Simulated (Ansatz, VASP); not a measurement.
## One calculation of V, two programs

File INCAR:

```
SYSTEM = V
PREC = Accurate
ENCUT = 520
EDIFF = 1E-6
ISMEAR = -1
SIGMA = 0.1
LREAL = .False.
LASPH = .True.
NELM = 100
ALGO = Normal
ISIF = 2
LWAVE = .False.
LCHARG = .False.
GGA = PE
NBANDS = 20
```

File KPOINTS:

```
regular mesh
0
Gamma
  16 16 8
  0 0 0
```

POSCAR

```
V
1.0
    2.7146226078      0.0000000000      0.0000000000
   -1.3573113039      2.3509321400      0.0000000000
    0.0000000000      0.0000000000      4.8663233465
V
2
Direct
    0.3333333333      0.6666666667      0.2500000000
    0.6666666667      0.3333333333      0.7500000000
```

Input for Ansatz:

```yaml
crystal:
  lattice:
    - [2.7146226078, 0.0, 0.0]
    - [-1.3573113039, 2.35093214, 0.0]
    - [0.0, 0.0, 4.8663233465]
  atoms:
    - { symbol: V, position: [0.3333333333, 0.6666666667, 0.25] }
    - { symbol: V, position: [0.6666666667, 0.3333333333, 0.75] }
hamiltonian:
  xc: pbe
  pseudopotentials:
    kind: paw
    azcp:
      V: "pseudopotentials/V.paw.azcp"
basis:
  ecutwfc: 420
  fft_grid_basis: typed
kpoints:
  mp_grid: { grid: [16, 16, 8], shift: [0, 0, 0] }
magnetization:
  spin_polarized: false
scf:
  occupations: { method: fermi_dirac, width: 0.1 }
  lower_state_search: "off"
output:
  stress: true
```

Alike in both runs: task single point; functional PBE; k mesh 16 × 16 × 8; occupations fermi-dirac, width 0.1 eV; no spin polarisation.

|  | VASP | Ansatz |
| --- | --- | --- |
| version | VASP 6.6.1 | Ansatz 0.2.0 |
| potentials or method | VASP PAW PBE potentials, release 64 (V_sv), cutoff 520 eV | plane waves (420 eV) with PAW, scalar-relativistic |
| valence electrons in the cell | 26 | 26 |

```tsv
	VASP	Ansatz	Ansatz less VASP
pressure (GPa)	-15.4	-15.5	-0.16
traceless stress, the component that is largest in VASP (GPa)	0.30	0.32	+0.020
```
